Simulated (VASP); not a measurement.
# SnO: single point with LDA

SnO:

```
CELL_PARAMETERS angstrom
3.81370 0.00000 0.00000
0.00000 3.81370 0.00000
0.00000 0.00000 4.88691
ATOMIC_POSITIONS crystal
Sn 0.50000 0.00000 0.76463
Sn 0.00000 0.50000 0.23537
O 0.00000 0.00000 0.00000
O 0.50000 0.50000 0.00000
```

```yaml
Program: VASP 6.6.1
Task: single point
Functional: LDA
Potentials_or_basis: VASP PAW LDA potentials, release 64 (Sn_d, O)
Cutoff: 520 eV
k_mesh: 4 × 4 × 3
Occupations: fermi-dirac, width 0.05 eV
Spin: no spin polarisation
Dipole_correction: no
Further_INCAR_settings: ALGO = Normal; EDIFF = 1e-06; NBANDS = 28
```

| Property | Result |
| --- | --- |
| Pressure | -3.0 GPa |
| Largest force | 0.107 eV/Å |
| Band gap on the k mesh | 0.22 eV, indirect (least direct gap 2.03 eV) |

Forces on the atoms (eV/Å):
```
Sn   0.000  0.000  0.107
Sn   0.000  0.000 -0.107
O    0.000  0.000  0.000
O    0.000  0.000  0.000
```

Stress tensor (GPa, compression positive):
```
-3.16  0.00  0.00
 0.00 -3.16  0.00
 0.00  0.00 -2.60
```

Levels at points of the mesh, in eV from the valence-band top:
```csv
k point,band 17,band 18,band 19,band 20,band 21,band 22,band 23,band 24
"(0.00, 0.00, 0.00)",-3.39,-3.10,-3.10,0.00,2.04,4.15,4.79,4.79
"(0.50, 0.00, 0.00)",-4.79,-4.79,-2.58,-2.58,3.13,3.13,5.85,5.85
"(0.50, 0.50, 0.00)",-2.43,-2.43,-1.81,-1.81,0.22,0.22,4.44,4.44
```

It took 13 s on 1 thread of Intel(R) Xeon(R) Platinum 8488C (Sapphire Rapids) (shared host), peak memory 0.15 GiB.

Caveat: the k points lie up to 0.43 Å⁻¹ apart; spin-orbit coupling is left out, which moves the levels of the heavy elements. A k mesh can miss the band edges.
